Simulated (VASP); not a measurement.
# HfSnTe4 (P-3m1) in VASP: single point with PBE

Aim: the single point of HfSnTe4 with PBE.

Program: VASP 6.6.1. These are calculated values, not measurements. Logs are shortened: lines on timing, memory, paths and dates and some standing lists are left out, and cuts for length are marked.

### Step 1. The cell of the first run

It takes space group P-3m1 (No. 164, trigonal). The conventional cell has a = 4.064 Å, b = 4.064 Å, c = 14.470 Å, α = 90.00°, β = 90.00°, γ = 120.00°. Within 3.8 Å of Hf (site symmetry -3m) lie 6 Te at 2.92 Å. Sn (site symmetry -3m) has 6 Te at 2.96 Å within 3.9 Å. Within 3.9 Å of Te (site symmetry 3m) lie 3 Sn at 2.96 Å. Te (site symmetry 3m) has 3 Hf at 2.92 Å within 3.8 Å.

### Step 2. Single point, PBE

File INCAR:

```
SYSTEM = HfSnTe4
  PREC = Accurate
  ENCUT = 520
  EDIFF = 1E-7
  ISMEAR = 0
  SIGMA = 0.1
  LREAL = .FALSE.
  LASPH = .TRUE.
  NELM = 60
  ALGO = Normal
  ISIF = 2
  LWAVE = .FALSE.
  LCHARG = .FALSE.
  GGA = PE
  NBANDS = 33
```

File KPOINTS:

```
Automatic mesh
0
G
  12 12 4
  0 0 0
```

File POSCAR:

```
HfSnTe4
1.0
    4.0635411163      0.0000000000      0.0000000000
   -2.0317705582      3.5191298360      0.0000000000
    0.0000000000      0.0000000000     14.4703774226
Hf Sn Te
1 1 4
Direct
    0.0000000000      0.0000000000      0.5000000000
    0.0000000000      0.0000000000      0.0000000000
    0.3333333333      0.6666666667      0.1248993419
    0.3333333333      0.6666666667      0.6198051662
    0.6666666667      0.3333333333      0.3801948338
    0.6666666667      0.3333333333      0.8751006581
```

Potentials or basis: VASP PAW PBE potentials, release 64 (Hf_pv, Sn_d, Te).

Started as:

```bash
$ cat potpaw_PBE.64/Hf_pv/POTCAR potpaw_PBE.64/Sn_d/POTCAR potpaw_PBE.64/Te/POTCAR > POTCAR
$ mpirun -np 1 vasp_std > vasp.out
```

OUTCAR:

```text
SYSTEM = HfSnTe4
   PREC = Accurate
   ENCUT = 520
   EDIFF = 1E-7
   ISMEAR = 0
   LREAL = .FALSE.
   LASPH = .TRUE.
   NELM = 60
   ISIF = 2
   GGA = PE

 ion  position               nearest neighbor table
   1  0.000  0.000  0.500-   4 2.92   5 2.92   4 2.92   5 2.92   5 2.92   4 2.92
   2  0.000  0.000  0.000-   3 2.96   6 2.96   3 2.96   6 2.96   6 2.96   3 2.96
   3  0.333  0.667  0.125-   2 2.96   2 2.96   2 2.96
   4  0.333  0.667  0.620-   1 2.92   1 2.92   1 2.92
   5  0.667  0.333  0.380-   1 2.92   1 2.92   1 2.92
   6  0.667  0.333  0.875-   2 2.96   2 2.96   2 2.96

  LATTYP: Found a hexagonal cell.
 ALAT       =     4.0635411163
 C/A-ratio  =     3.5610264566

  Lattice vectors:

 A1 = (   4.0635411163,   0.0000000000,   0.0000000000)
 A2 = (  -2.0317705582,   3.5191298360,   0.0000000000)
 A3 = (   0.0000000000,   0.0000000000,  14.4703774226)

Analysis of symmetry for initial positions (statically):
=====================================================================
 Subroutine PRICEL returns:
 Original cell was already a primitive cell.

 Routine SETGRP: Setting up the symmetry group for a
 hexagonal supercell.

 Subroutine GETGRP returns: Found 12 space group operations
 (whereof 12 operations were pure point group operations)
 out of a pool of 24 trial point group operations.

The static configuration has the point symmetry D_3d.

Analysis of symmetry for dynamics (positions and initial velocities):
=====================================================================
 Subroutine PRICEL returns:
 Original cell was already a primitive cell.

 Routine SETGRP: Setting up the symmetry group for a
 hexagonal supercell.

 Subroutine GETGRP returns: Found 12 space group operations
 (whereof 12 operations were pure point group operations)
 out of a pool of 24 trial point group operations.

The dynamic configuration has the point symmetry D_3d.

 Subroutine INISYM returns: Found 12 space group operations
 (whereof 12 operations are pure point group operations),
 and found     1 'primitive' translations

----------------------------------------------------------------------------------------

                                     Primitive cell

  volume of cell :     206.9283

  direct lattice vectors                    reciprocal lattice vectors
     4.063541116  0.000000000  0.000000000     0.246090779  0.142080578  0.000000000
    -2.031770558  3.519129836  0.000000000     0.000000000  0.284161155  0.000000000
     0.000000000  0.000000000 14.470377423     0.000000000  0.000000000  0.069106698

  length of vectors
     4.063541116  4.063541116 14.470377423     0.284161155  0.284161155  0.069106698

  position of ions in fractional coordinates (direct lattice)
     0.000000000  0.000000000  0.500000000
     0.000000000  0.000000000  0.000000000
     0.333333333  0.666666667  0.124899342
     0.333333333  0.666666667  0.619805166
     0.666666667  0.333333333  0.380194834
     0.666666667  0.333333333  0.875100658

  ion indices of the primitive-cell ions
   primitive index   ion index
                 1           1
                 2           2
                 3           3
                 4           4
                 5           5
                 6           6

----------------------------------------------------------------------------------------

 KPOINTS: Automatic mesh

Automatic generation of k-mesh.
 Grid dimensions read from file:
 generate k-points for:   12   12    4

 Generating k-lattice:

  Cartesian coordinates                     Fractional coordinates (reciprocal lattice)
     0.020507565  0.011840048  0.000000000     0.083333333  0.000000000  0.000000000
     0.000000000  0.023680096  0.000000000     0.000000000  0.083333333  0.000000000
     0.000000000  0.000000000  0.017276674     0.000000000  0.000000000  0.250000000

  Length of vectors
     0.023680096  0.023680096  0.017276674

  Shift w.r.t. Gamma in fractional coordinates (k-lattice)
     0.000000000  0.000000000  0.000000000

 Subroutine IBZKPT returns following result:
 ===========================================

 Found     69 irreducible k-points:

 Following reciprocal coordinates:
            Coordinates               Weight
  0.000000  0.000000  0.000000      1.000000
  0.083333 -0.000000  0.000000      6.000000
  0.166667 -0.000000  0.000000      6.000000
  0.250000  0.000000  0.000000      6.000000
  0.333333 -0.000000  0.000000      6.000000
  0.416667 -0.000000  0.000000      6.000000
[... 16 lines left out ...]
  0.166667 -0.000000  0.250000      6.000000
  0.000000  0.166667  0.250000      6.000000
 [... further k-points ...]
   k-points           NKPTS =     69   k-points in BZ     NKDIM =     69   number of bands    NBANDS=     33
   number of dos      NEDOS =    301   number of ions     NIONS =      6
   total plane-waves  NPLWV =  97200
   dimension x,y,z NGX =    30 NGY =   30 NGZ =  108
   dimension x,y,z NGXF=    60 NGYF=   60 NGZF=  216
   ions per type =               1   1   4
   NGX,Y,Z   is equivalent  to a cutoff of  12.27, 12.27, 12.41 a.u.
   NGXF,Y,Z  is equivalent  to a cutoff of  24.55, 24.55, 24.82 a.u.
 SYSTEM =  HfSnTe4
   PREC   = accura    normal or accurate (medium, high low for compatibility)
   ISTART =      0    job   : 0-new  1-cont  2-samecut
   ICHARG =      2    charge: 1-file 2-atom 10-const
   ISPIN  =      1    spin polarized calculation?
   LNONCOLLINEAR =      F non collinear calculations
   LSORBIT =      F    spin-orbit coupling
   LASPH  =      T    aspherical Exc in radial PAW
   ENCUT  =  520.0 eV  38.22 Ry    6.18 a.u.   7.56  7.56 26.91*2*pi/ulx,y,z
   NELM   =     60;   NELMIN=  2; NELMDL= -5     # of ELM steps
   EDIFF  = 0.1E-06   stopping-criterion for ELM
   LREAL  =      F    real-space projection
   EDIFFG = 0.1E-05   stopping-criterion for IOM
   NSW    =      0    number of steps for IOM
   IBRION =     -1    ionic relax: 0-MD 1-quasi-New 2-CG
   NFREE  =      0    steps in history (QN), initial steepest desc. (CG)
   ISIF   =      2    stress and relaxation
   ISYM   =      2    0-nonsym 1-usesym 2-fastsym
   POTIM  = 0.5000    time-step for ionic-motion
   TEBEG  =    0.0;   TEEND  =   0.0 temperature during run
   PSTRESS=    0.0 pullay stress
   NELECT =      48.0000    total number of electrons
   NUPDOWN=      -1.0000    fix difference up-down
   EMIN   =  10.00;   EMAX   =-10.00  energy-range for DOS
   EFERMI =   0.00;   METHOD = LEGACY
   ISMEAR =     0;   SIGMA  =   0.10  broadening in eV -4-tet -1-fermi 0-gaus
   EFERMI_NEDOS =   21; number of points for ismear=-14 and -15
   IALGO  =     38    algorithm
   IMIX   =      4    mixing-type and parameters
     AMIX     =   0.40;   BMIX     =  1.00
     AMIX_MAG =   1.60;   BMIX_MAG =  1.00
  volume/ion in A,a.u.               =      34.49       232.74
  Fermi-wavevector in a.u.,A,eV,Ry     =   1.005886  1.900848 13.766457  1.011806
  Thomas-Fermi vector in A             =   2.138593
   LORBIT       =      0    0 simple, 1 ext, 2 COOP (PROOUT), +10 PAW based schemes
   GGA     = PE    functional components
   LHFCALC =     F    Hartree Fock is set to
   AEXX    =    0.0000 exact exchange contribution
   IVDW    =     0    specifies the selected vdW correction
   LEPSILON=     F    determine dielectric tensor
   LRPA    =     F    only Hartree local field effects (RPA)
 non-spin polarized calculation
 Gauss-broadening in eV      SIGMA  =   0.10
  energy-cutoff  :      520.00
  volume of cell :      206.93
 maximum number of plane-waves:      5618
   NGX = 15   NGY = 15   NGZ = 53

 number of electron      47.9999997 magnetization

 Free energy of the ion-electron system (eV)
  ---------------------------------------------------
  ext. energy  EPLUGINS =         0.00000000
  ---------------------------------------------------
  free energy    TOTEN  =       -29.03735294 eV

  energy without entropy =      -29.02823380  energy(sigma->0) =      -29.03279337

 E-fermi :   4.6202     XC(G=0):  -8.8642

 val. band max:        4.6194980284   @ k =   0.1667  -0.0000   0.2500
 cond. band min:       4.6228560779   @ k =   0.0000   0.1667   0.2500
 fundamental gap:      0.0033580495
 Fermi energy:         4.6201998075

 k-point     1 :       0.0000    0.0000    0.0000
  band No.  band energies     occupation
      1     -27.0856      2.00000
      2     -27.0856      2.00000
      3     -27.0835      2.00000
      4     -16.9280      2.00000
      5     -16.9280      2.00000
      6     -16.8944      2.00000
[... 25 lines left out ...]
     32       8.7025      0.00000
     33       8.7039      0.00000

 k-point     2 :       0.0833   -0.0000    0.0000
  band No.  band energies     occupation
      1     -27.0890      2.00000
      2     -27.0864      2.00000
      3     -27.0828      2.00000
      4     -16.9290      2.00000
      5     -16.9266      2.00000
      6     -16.8954      2.00000
[... 25 lines left out ...]
     32       8.2569      0.00000
     33       8.6298      0.00000

 k-point     3 :       0.1667   -0.0000    0.0000
  band No.  band energies     occupation
      1     -27.0981      2.00000
      2     -27.0885      2.00000
      3     -27.0808      2.00000
      4     -16.9321      2.00000
      5     -16.9230      2.00000
      6     -16.8978      2.00000
[... 25 lines left out ...]
     32       8.5803      0.00000
     33       8.8036      0.00000

 k-point     4 :       0.2500    0.0000    0.0000
  band No.  band energies     occupation
      1     -27.1106      2.00000
      2     -27.0914      2.00000
      3     -27.0781      2.00000
      4     -16.9368      2.00000
      5     -16.9188      2.00000
      6     -16.9009      2.00000
[... 673 lines left out ...]
     32       8.2427      0.00000
     33       8.6182      0.00000

 k-point    23 :       0.1667   -0.0000    0.2500
  band No.  band energies     occupation
      1     -27.0981      2.00000
      2     -27.0885      2.00000
      3     -27.0808      2.00000
      4     -16.9321      2.00000
      5     -16.9230      2.00000
      6     -16.8978      2.00000
[... 25 lines left out ...]
     32       8.5416      0.00000
     33       8.8251      0.00000

 k-point    24 :       0.0000    0.1667    0.2500
  band No.  band energies     occupation
      1     -27.0981      2.00000
      2     -27.0885      2.00000
      3     -27.0808      2.00000
      4     -16.9321      2.00000
      5     -16.9230      2.00000
      6     -16.8978      2.00000
[... 25 lines left out ...]
     32       8.5537      0.00000
     33       8.8438      0.00000

 [... further k-points ...]

------------------------ aborting loop because EDIFF is reached ----------------------------------------

  FORCE on cell =-STRESS in cart. coord.  units (eV):
  Direction    XX          YY          ZZ          XY          YZ          ZX
  --------------------------------------------------------------------------------------
  -------------------------------------------------------------------------------------
  Total       -0.1406439     -0.1406439     -0.0362110      0.0000000      0.0000000      0.0000000
  in kB       -1.0889592     -1.0889592     -0.2803697      0.0000000      0.0000000      0.0000000
  external PRESSURE =      -0.8194294 kB  Pullay stress =       0.0000000 kB

 VOLUME and BASIS-vectors are now :
 -----------------------------------------------------------------------------
  energy-cutoff  :      520.00
  volume of cell :      206.93
      direct lattice vectors                 reciprocal lattice vectors
     4.063541116  0.000000000  0.000000000     0.246090779  0.142080578  0.000000000
    -2.031770558  3.519129836  0.000000000     0.000000000  0.284161155  0.000000000
     0.000000000  0.000000000 14.470377423     0.000000000  0.000000000  0.069106698

 POSITION                                       TOTAL-FORCE (eV/Angst)
 -----------------------------------------------------------------------------------
      0.00000      0.00000      7.23519         0.000000      0.000000     -0.000000
      0.00000      0.00000      0.00000         0.000000      0.000000     -0.000000
     -0.00000      2.34609      1.80734        -0.000000     -0.000000      0.014048
     -0.00000      2.34609      8.96881         0.000000     -0.000000     -0.030175
      2.03177      1.17304      5.50156        -0.000000      0.000000      0.030175
      2.03177      1.17304     12.66304         0.000000      0.000000     -0.014048
 -----------------------------------------------------------------------------------
    total drift:                               -0.000000      0.000000      0.000000

  FREE ENERGIE OF THE ION-ELECTRON SYSTEM (eV)
  ---------------------------------------------------
  free  energy   TOTEN  =       -29.0373529358 eV

  energy  without entropy=      -29.0282337995  energy(sigma->0) =      -29.03279337
```

Run time: 6.6 min. Hardware: 1 thread of Intel Xeon Platinum 8559C (Emerald Rapids), shared host; peak memory 0.62 GiB.

Results:

* Free energy: -29.0374 eV
* Pressure: -0.1 GPa
* Largest force: 0.030 eV/Å
* Band gap on the k mesh: zero (band 24 reaches 4.82 eV, above the bottom of band 25 at 4.30 eV)

Forces in eV/Å, atoms in the order of the input:
```
Hf   0.000  0.000  0.000
Sn   0.000  0.000  0.000
Te   0.000  0.000  0.014
Te   0.000  0.000 -0.030
Te   0.000  0.000  0.030
Te   0.000  0.000 -0.014
```

Stress tensor (GPa, compression positive):
```
-0.11  0.00  0.00
 0.00 -0.11  0.00
 0.00  0.00 -0.03
```

Caveat: spin-orbit coupling is left out, which moves the levels of the heavy elements; this functional lacks dispersion, which binds the layers, so the pressure and a relaxed spacing across them are unreliable.
